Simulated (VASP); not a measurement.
Wanted: the native input for a VASP 6.6.1 run.

| Quantity | Value |
| --- | --- |
| Task | single point |
| Functional | PBEsol |
| Potentials or basis | VASP PAW PBE potentials, release 64 (Hf_pv, B) |
| Cutoff | 520 eV |
| k mesh | 15 × 15 × 12 |
| Occupations | fermi-dirac, width 0.03 eV |
| Spin | no spin polarisation |
| Dipole correction | no |
| Further INCAR settings | ALGO = Normal; EDIFF = 1e-06; NBANDS = 15 |

The structure of HfB2 lies in POSCAR:

```
HfB2
1.0
    3.1400001005      0.0000000000      0.0000000000
   -1.5700000503      2.7193198549      0.0000000000
    0.0000000000      0.0000000000      3.4452000000
Hf B
1 2
Direct
    0.0000000000      0.0000000000      0.0000000000
    0.3333333333      0.6666666667      0.5000000000
    0.6666666667      0.3333333333      0.5000000000
```

This cell differs from its parent crystal: zz strain of -1 %.

These files were run (other wordings do the same):

INCAR

```
SYSTEM = HfB2
PREC     = Accurate       ! precision mode
ENCUT    = 520            ! plane-wave cutoff, eV
EDIFF    = 1E-6           ! SCF threshold, eV
ISMEAR   = -1             ! smearing method
SIGMA    = 0.03           ! smearing width, eV
LREAL    = .FALSE.        ! projectors in reciprocal space
LASPH    = .TRUE.         ! aspherical terms in the spheres
NELM     = 100            ! most SCF steps
ALGO     = Normal         ! electronic algorithm
ISIF     = 2              ! what is computed and relaxed
LWAVE    = .FALSE.        ! write WAVECAR
LCHARG   = .FALSE.        ! write CHGCAR
GGA      = PS             ! functional
NBANDS   = 15             ! bands
```

KPOINTS

```
Automatic mesh
0
G
  15 15 12
  0 0 0
```

Potentials or basis: VASP PAW PBE potentials, release 64 (Hf_pv, B).

Command:

```sh
$ cat potpaw_PBE.64/Hf_pv/POTCAR potpaw_PBE.64/B/POTCAR > POTCAR
$ mpirun -np 1 vasp_std > vasp.out
```

It gave:

```
Pressure               : -2.1 GPa
Band gap on the k mesh : zero (band 8 reaches 8.32 eV, above the bottom of band 9 at 7.38 eV)
```

Caveat: the cell differs from its parent crystal (zz strain of -1 %); the PAW data sets were made with another functional, which shifts forces and pressure a little; spin-orbit coupling is left out, which moves the levels of the heavy elements.

It took 26 s on 1 thread of Intel Xeon 6975P-C (shared host), peak memory 0.21 GiB.
